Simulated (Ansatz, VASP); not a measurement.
**One calculation of Si4C3, two programs**

```
CELL_PARAMETERS angstrom
3.13765 0.00000 0.00000
-1.56882 2.71728 0.00000
0.00000 0.00000 18.80784
ATOMIC_POSITIONS crystal
Si 0.66667 0.33333 0.26447
Si 0.33333 0.66667 0.13068
Si 0.00000 0.00000 0.99728
Si 0.33333 0.66667 0.80056
Si 0.66667 0.33333 0.66596
Si 0.00000 0.00000 0.39812
Si 0.33333 0.66667 0.53174
Si 0.33333 0.66667 0.92652
C 0.33333 0.66667 0.23115
C 0.00000 0.00000 0.09792
C 0.66667 0.33333 0.76821
C 0.33333 0.66667 0.63328
C 0.66667 0.33333 0.36518
C 0.00000 0.00000 0.49922
```

Alike in both runs: functional PBE; k mesh 12 × 12 × 2; occupations gaussian, width 0.1 eV; no spin polarisation.

Ansatz relaxed the structure, and its values are those at the end. VASP's run is a single point on that final structure, the one shown.

|  | VASP | Ansatz |
| --- | --- | --- |
| version | VASP 6.6.1 | Ansatz 0.2.0 |
| potentials or method | VASP PAW PBE potentials, release 64 (Si, C), cutoff 520 eV | scalar-relativistic, plane waves, PAW |
| valence electrons in the cell | 56 | 56 |

|  | VASP | Ansatz | Ansatz less VASP |
| --- | --- | --- | --- |
| gap on the k mesh at the Fermi level (eV) | none | none | - |
| pressure (GPa) | -0.1 | 0.0 | +0.06 |

A gap of «none» marks a metal or a gap that the smearing closes.
